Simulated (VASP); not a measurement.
# GaN (klda) (F-43m) in VASP: further runs

The runs below take GaN (klda) through single point, with LDA.

Program: VASP 6.6.1. These are calculated values, not measurements. Logs are shortened: lines on timing, memory, paths and dates and some standing lists are left out, and cuts for length are marked.

**1. The cell of the first run**

Symmetry: F-43m, No. 216, cubic system. Conventional cell: a = 4.507 Å, b = 4.507 Å, c = 4.507 Å, α = 90.00°, β = 90.00°, γ = 90.00°. Ga (site symmetry -43m) has 4 N at 1.95 Å within 2.6 Å. N (site symmetry -43m) has 4 Ga at 1.95 Å within 2.6 Å.

**2. Single point, LDA**

INCAR

```
SYSTEM = GaN
PREC = Accurate
ENCUT = 520
EDIFF = 1E-7
ISMEAR = 0
SIGMA = 0.1
LREAL = .FALSE.
LASPH = .TRUE.
NELM = 80
ALGO = Normal
ISIF = 2
LWAVE = .FALSE.
LCHARG = .FALSE.
NBANDS = 16
```

KPOINTS

```
Automatic mesh
0
G
  8 8 8
  0 0 0
```

POSCAR

```
GaN
1.0
    0.0000000000      2.2535006100      2.2535006100
    2.2535006100      0.0000000000      2.2535006100
    2.2535006100      2.2535006100      0.0000000000
Ga N
1 1
Direct
    0.0000000000      0.0000000000      0.0000000000
    0.2500000000      0.2500000000      0.2500000000
```

Potentials or basis: VASP PAW LDA potentials, release 64 (Ga_d, N).

Run with:

```console
$ cat potpaw_LDA.64/Ga_d/POTCAR potpaw_LDA.64/N/POTCAR > POTCAR
$ mpirun -np 1 vasp_std > vasp.out
```

OUTCAR:

```text
SYSTEM = GaN
   PREC = Accurate
   ENCUT = 520
   EDIFF = 1E-7
   ISMEAR = 0
   LREAL = .FALSE.
   LASPH = .TRUE.
   NELM = 80
   ISIF = 2

 ion  position               nearest neighbor table
   1  0.000  0.000  0.000-   2 1.95   2 1.95   2 1.95   2 1.95
   2  0.250  0.250  0.250-   1 1.95   1 1.95   1 1.95   1 1.95

  LATTYP: Found a face centered cubic cell.
 ALAT       =     4.5070012200

  Lattice vectors:

 A1 = (   0.0000000000,   2.2535006100,   2.2535006100)
 A2 = (   2.2535006100,   0.0000000000,   2.2535006100)
 A3 = (   2.2535006100,   2.2535006100,   0.0000000000)

Analysis of symmetry for initial positions (statically):
=====================================================================
 Subroutine PRICEL returns:
 Original cell was already a primitive cell.

 Routine SETGRP: Setting up the symmetry group for a
 face centered cubic supercell.

 Subroutine GETGRP returns: Found 24 space group operations
 (whereof 24 operations were pure point group operations)
 out of a pool of 48 trial point group operations.

The static configuration has the point symmetry T_d .

Analysis of symmetry for dynamics (positions and initial velocities):
=====================================================================
 Subroutine PRICEL returns:
 Original cell was already a primitive cell.

 Routine SETGRP: Setting up the symmetry group for a
 face centered cubic supercell.

 Subroutine GETGRP returns: Found 24 space group operations
 (whereof 24 operations were pure point group operations)
 out of a pool of 48 trial point group operations.

The dynamic configuration has the point symmetry T_d .

 Subroutine INISYM returns: Found 24 space group operations
 (whereof 24 operations are pure point group operations),
 and found     1 'primitive' translations

----------------------------------------------------------------------------------------

                                     Primitive cell

  volume of cell :      22.8877

  direct lattice vectors                    reciprocal lattice vectors
     0.000000000  2.253500610  2.253500610    -0.221877020  0.221877020  0.221877020
     2.253500610  0.000000000  2.253500610     0.221877020 -0.221877020  0.221877020
     2.253500610  2.253500610  0.000000000     0.221877020  0.221877020 -0.221877020

  length of vectors
     3.186931125  3.186931125  3.186931125     0.384302272  0.384302272  0.384302272

  position of ions in fractional coordinates (direct lattice)
     0.000000000  0.000000000  0.000000000
     0.250000000  0.250000000  0.250000000

  ion indices of the primitive-cell ions
   primitive index   ion index
                 1           1
                 2           2

----------------------------------------------------------------------------------------

 KPOINTS: Automatic mesh

Automatic generation of k-mesh.
 Grid dimensions read from file:
 generate k-points for:    8    8    8

 Generating k-lattice:

  Cartesian coordinates                     Fractional coordinates (reciprocal lattice)
    -0.027734628  0.027734628  0.027734628     0.125000000  0.000000000  0.000000000
     0.027734628 -0.027734628  0.027734628     0.000000000  0.125000000  0.000000000
     0.027734628  0.027734628 -0.027734628     0.000000000  0.000000000  0.125000000

  Length of vectors
     0.048037784  0.048037784  0.048037784

  Shift w.r.t. Gamma in fractional coordinates (k-lattice)
     0.000000000  0.000000000  0.000000000

 Subroutine IBZKPT returns following result:
 ===========================================

 Found     29 irreducible k-points:

 Following reciprocal coordinates:
            Coordinates               Weight
  0.000000  0.000000  0.000000      1.000000
  0.125000  0.000000  0.000000      8.000000
  0.250000  0.000000  0.000000      8.000000
  0.375000  0.000000  0.000000      8.000000
  0.500000  0.000000  0.000000      4.000000
  0.125000  0.125000  0.000000      6.000000
[... 16 lines left out ...]
  0.500000  0.250000  0.125000     48.000000
 -0.375000  0.250000  0.125000     24.000000
 [... further k-points ...]
   k-points           NKPTS =     29   k-points in BZ     NKDIM =     29   number of bands    NBANDS=     16
   number of dos      NEDOS =    301   number of ions     NIONS =      2
   total plane-waves  NPLWV =  13824
   dimension x,y,z NGX =    24 NGY =   24 NGZ =   24
   dimension x,y,z NGXF=    48 NGYF=   48 NGZF=   48
   ions per type =               1   1
   NGX,Y,Z   is equivalent  to a cutoff of  12.52, 12.52, 12.52 a.u.
   NGXF,Y,Z  is equivalent  to a cutoff of  25.04, 25.04, 25.04 a.u.
 SYSTEM =  GaN
   PREC   = accura    normal or accurate (medium, high low for compatibility)
   ISTART =      0    job   : 0-new  1-cont  2-samecut
   ICHARG =      2    charge: 1-file 2-atom 10-const
   ISPIN  =      1    spin polarized calculation?
   LNONCOLLINEAR =      F non collinear calculations
   LSORBIT =      F    spin-orbit coupling
   LASPH  =      T    aspherical Exc in radial PAW
   ENCUT  =  520.0 eV  38.22 Ry    6.18 a.u.   5.93  5.93  5.93*2*pi/ulx,y,z
   NELM   =     80;   NELMIN=  2; NELMDL= -5     # of ELM steps
   EDIFF  = 0.1E-06   stopping-criterion for ELM
   LREAL  =      F    real-space projection
   EDIFFG = 0.1E-05   stopping-criterion for IOM
   NSW    =      0    number of steps for IOM
   IBRION =     -1    ionic relax: 0-MD 1-quasi-New 2-CG
   NFREE  =      0    steps in history (QN), initial steepest desc. (CG)
   ISIF   =      2    stress and relaxation
   ISYM   =      2    0-nonsym 1-usesym 2-fastsym
   POTIM  = 0.5000    time-step for ionic-motion
   TEBEG  =    0.0;   TEEND  =   0.0 temperature during run
   PSTRESS=    0.0 pullay stress
   NELECT =      18.0000    total number of electrons
   NUPDOWN=      -1.0000    fix difference up-down
   EMIN   =  10.00;   EMAX   =-10.00  energy-range for DOS
   EFERMI =   0.00;   METHOD = LEGACY
   ISMEAR =     0;   SIGMA  =   0.10  broadening in eV -4-tet -1-fermi 0-gaus
   EFERMI_NEDOS =   21; number of points for ismear=-14 and -15
   IALGO  =     38    algorithm
   IMIX   =      4    mixing-type and parameters
     AMIX     =   0.40;   BMIX     =  1.00
     AMIX_MAG =   1.60;   BMIX_MAG =  1.00
  volume/ion in A,a.u.               =      11.44        77.23
  Fermi-wavevector in a.u.,A,eV,Ry     =   1.511117  2.855596 31.068543  2.283473
  Thomas-Fermi vector in A             =   2.621216
   LORBIT       =      0    0 simple, 1 ext, 2 COOP (PROOUT), +10 PAW based schemes
   GGA     = CA    functional components
   LHFCALC =     F    Hartree Fock is set to
   AEXX    =    0.0000 exact exchange contribution
   IVDW    =     0    specifies the selected vdW correction
   LEPSILON=     F    determine dielectric tensor
   LRPA    =     F    only Hartree local field effects (RPA)
 non-spin polarized calculation
 Gauss-broadening in eV      SIGMA  =   0.10
  energy-cutoff  :      520.00
  volume of cell :       22.89
 maximum number of plane-waves:       636
   NGX = 11   NGY = 11   NGZ = 11

 number of electron      18.0000002 magnetization

 Free energy of the ion-electron system (eV)
  ---------------------------------------------------
  ext. energy  EPLUGINS =         0.00000000
  ---------------------------------------------------
  free energy    TOTEN  =       -13.93260920 eV

  energy without entropy =      -13.93260920  energy(sigma->0) =      -13.93260920

 E-fermi :   5.4361     XC(G=0): -12.1182

 val. band max:        5.0313136216   @ k =   0.0000   0.0000   0.0000
 cond. band min:       6.7787744273   @ k =   0.0000   0.0000   0.0000
 fundamental gap:      1.7474608057
 Fermi energy:         5.4360521488

 k-point     1 :       0.0000    0.0000    0.0000
  band No.  band energies     occupation
      1     -10.7717      2.00000
      2      -8.5221      2.00000
      3      -8.5221      2.00000
      4      -8.5221      2.00000
      5      -8.2042      2.00000
      6      -8.2042      2.00000
[... 8 lines left out ...]
     15      23.7124      0.00000
     16      23.7124      0.00000

 k-point     2 :       0.1250    0.0000    0.0000
  band No.  band energies     occupation
      1     -10.6021      2.00000
      2      -8.5016      2.00000
      3      -8.5016      2.00000
      4      -8.4543      2.00000
      5      -8.2058      2.00000
      6      -8.2058      2.00000
[... 8 lines left out ...]
     15      22.1624      0.00000
     16      22.1624      0.00000

 k-point     3 :       0.2500    0.0000    0.0000
  band No.  band energies     occupation
      1     -10.2363      2.00000
      2      -8.4614      2.00000
      3      -8.4614      2.00000
      4      -8.1994      2.00000
      5      -8.1994      2.00000
      6      -8.1278      2.00000
[... 8 lines left out ...]
     15      21.7684      0.00000
     16      21.7684      0.00000

 k-point     4 :       0.3750    0.0000    0.0000
  band No.  band energies     occupation
      1      -9.9844      2.00000
      2      -8.4391      2.00000
      3      -8.4391      2.00000
      4      -8.1735      2.00000
      5      -8.1735      2.00000
      6      -7.3792      2.00000
[... 8 lines left out ...]
     15      23.1424      0.00000
     16      23.1424      0.00000

 k-point     5 :       0.5000    0.0000    0.0000
  band No.  band energies     occupation
      1      -9.9187      2.00000
      2      -8.4353      2.00000
      3      -8.4353      2.00000
      4      -8.1568      2.00000
      5      -8.1568      2.00000
      6      -6.8184      2.00000
[... 8 lines left out ...]
     15      24.4868      0.00000
     16      24.4868      0.00000

 k-point     6 :       0.1250    0.1250    0.0000
  band No.  band energies     occupation
      1     -10.5471      2.00000
      2      -8.4823      2.00000
      3      -8.4823      2.00000
      4      -8.4587      2.00000
      5      -8.2172      2.00000
      6      -8.1929      2.00000
[... 8 lines left out ...]
     15      24.4236      0.00000
     16      24.8001      0.00000

 k-point     7 :       0.2500    0.1250    0.0000
  band No.  band energies     occupation
      1     -10.2520      2.00000
      2      -8.4555      2.00000
      3      -8.4376      2.00000
      4      -8.3007      2.00000
      5      -8.1807      2.00000
      6      -8.1402      2.00000
[... 8 lines left out ...]
     15      23.6949      0.00000
     16      23.9933      0.00000

 k-point     8 :       0.3750    0.1250    0.0000
  band No.  band energies     occupation
      1      -9.9851      2.00000
      2      -8.4350      2.00000
      3      -8.4077      2.00000
      4      -8.2428      2.00000
      5      -8.1614      2.00000
      6      -7.5266      2.00000
[... 8 lines left out ...]
     15      23.0689      0.00000
     16      24.5201      0.00000

 k-point     9 :       0.5000    0.1250    0.0000
  band No.  band energies     occupation
      1      -9.8865      2.00000
      2      -8.4319      2.00000
      3      -8.4027      2.00000
      4      -8.1987      2.00000
      5      -8.1553      2.00000
      6      -6.7736      2.00000
[... 8 lines left out ...]
     15      23.5684      0.00000
     16      24.8627      0.00000
[... 172 lines left out ...]
 k-point    19 :       0.5000    0.3750    0.0000
  band No.  band energies     occupation
      1      -9.7828      2.00000
      2      -8.4187      2.00000
      3      -8.2561      2.00000
      4      -8.2460      2.00000
      5      -8.1379      2.00000
      6      -6.4498      2.00000
[... 8 lines left out ...]
     15      27.2173      0.00000
     16      28.1316      0.00000

 k-point    20 :      -0.3750    0.3750    0.0000
  band No.  band energies     occupation
      1      -9.7774      2.00000
      2      -8.4079      2.00000
      3      -8.2664      2.00000
      4      -8.2664      2.00000
      5      -8.1653      2.00000
      6      -6.1744      2.00000
[... 8 lines left out ...]
     15      25.4698      0.00000
     16      27.7958      0.00000

 k-point    21 :       0.5000    0.5000    0.0000
  band No.  band energies     occupation
      1      -9.7726      2.00000
      2      -8.4408      2.00000
      3      -8.2190      2.00000
      4      -8.2190      2.00000
      5      -8.1269      2.00000
      6      -6.3388      2.00000
[... 8 lines left out ...]
     15      26.7085      0.00000
     16      29.6235      0.00000

 k-point    22 :       0.3750    0.2500    0.1250
  band No.  band energies     occupation
      1     -10.0210      2.00000
      2      -8.4182      2.00000
      3      -8.3989      2.00000
      4      -8.2844      2.00000
      5      -8.1755      2.00000
      6      -7.7388      2.00000
[... 8 lines left out ...]
     15      23.9840      0.00000
     16      26.1746      0.00000

 k-point    23 :       0.5000    0.2500    0.1250
  band No.  band energies     occupation
      1      -9.8702      2.00000
      2      -8.4137      2.00000
      3      -8.3679      2.00000
      4      -8.2512      2.00000
      5      -8.1693      2.00000
      6      -6.9789      2.00000
[... 8 lines left out ...]
     15      24.0538      0.00000
     16      26.0098      0.00000

 k-point    24 :      -0.3750    0.2500    0.1250
  band No.  band energies     occupation
      1      -9.8291      2.00000
      2      -8.4195      2.00000
      3      -8.3565      2.00000
      4      -8.2245      2.00000
      5      -8.1710      2.00000
      6      -6.4836      2.00000
[... 8 lines left out ...]
     15      23.6684      0.00000
     16      25.9214      0.00000

 [... further k-points ...]

------------------------ aborting loop because EDIFF is reached ----------------------------------------

  FORCE on cell =-STRESS in cart. coord.  units (eV):
  Direction    XX          YY          ZZ          XY          YZ          ZX
  --------------------------------------------------------------------------------------
  -------------------------------------------------------------------------------------
  Total       -0.7906839     -0.7906839     -0.7906839      0.0000000     -0.0000000      0.0000000
  in kB      -55.3490812    -55.3490812    -55.3490812      0.0000000     -0.0000000      0.0000000
  external PRESSURE =     -55.3490812 kB  Pullay stress =       0.0000000 kB

 VOLUME and BASIS-vectors are now :
 -----------------------------------------------------------------------------
  energy-cutoff  :      520.00
  volume of cell :       22.89
      direct lattice vectors                 reciprocal lattice vectors
     0.000000000  2.253500610  2.253500610    -0.221877020  0.221877020  0.221877020
     2.253500610  0.000000000  2.253500610     0.221877020 -0.221877020  0.221877020
     2.253500610  2.253500610  0.000000000     0.221877020  0.221877020 -0.221877020

 POSITION                                       TOTAL-FORCE (eV/Angst)
 -----------------------------------------------------------------------------------
      0.00000      0.00000      0.00000         0.000000     -0.000000     -0.000000
      1.12675      1.12675      1.12675        -0.000000      0.000000      0.000000
 -----------------------------------------------------------------------------------
    total drift:                                0.000002      0.000002      0.000002

  FREE ENERGIE OF THE ION-ELECTRON SYSTEM (eV)
  ---------------------------------------------------
  free  energy   TOTEN  =       -13.9326092044 eV

  energy  without entropy=      -13.9326092044  energy(sigma->0) =      -13.93260920
```

Run time: 9.8 s. Hardware: 1 thread of Intel Xeon 8259CL, shared host; peak memory 0.13 GiB.

Results:

```
Free energy            : -13.9326 eV
Pressure               : -5.5 GPa
Band gap on the k mesh : 1.75 eV, direct
```

**3. Single point, LDA**

This run uses another cell than the first one, of 11.05 Å³/atom, 0.966 times its volume.

INCAR

```
PREC = Accurate
ENCUT = 520
EDIFF = 1E-7
ISMEAR = 0
SIGMA = 0.02
LREAL = False
LASPH = True
NELM = 60
ALGO = Normal
ISIF = 2
LWAVE = False
LCHARG = False
NBANDS = 16
```

KPOINTS

```
Automatic mesh
0
Gamma
  10 10 10
```

POSCAR

```
GaN
1.0
    0.0000000000      2.2276025120      2.2276025120
    2.2276025120      0.0000000000      2.2276025120
    2.2276025120      2.2276025120      0.0000000000
Ga N
1 1
Direct
    0.0000000000      0.0000000000      0.0000000000
    0.2500000000      0.2500000000      0.2500000000
```

Potentials or basis: VASP PAW LDA potentials, release 64 (Ga_d, N).

Run with:

```console
$ cat potpaw_LDA.64/Ga_d/POTCAR potpaw_LDA.64/N/POTCAR > POTCAR
$ mpirun -np 1 vasp_std > vasp.out
```

Wall time 15 s (1 thread of Intel Xeon 8259CL, shared host); peak memory 0.13 GiB.

Results (log left out):

```yaml
Free_energy: -13.9438 eV
Pressure: 1.1 GPa
Band_gap_on_the_k_mesh: 1.97 eV, direct
```

Levels at points of the mesh, in eV from the valence-band top:
| k point | band 7 | band 8 | band 9 | band 10 | band 11 | band 12 |
| --- | --- | --- | --- | --- | --- | --- |
| (0.00, 0.00, 0.00) | 0.00 | 0.00 | 0.00 | 1.97 | 10.33 | 10.33 |
| (0.50, 0.00, 0.00) | -7.35 | -1.02 | -1.02 | 4.78 | 8.77 | 10.38 |
| (0.50, 0.50, 0.00) | -6.35 | -2.86 | -2.86 | 3.26 | 6.69 | 11.75 |
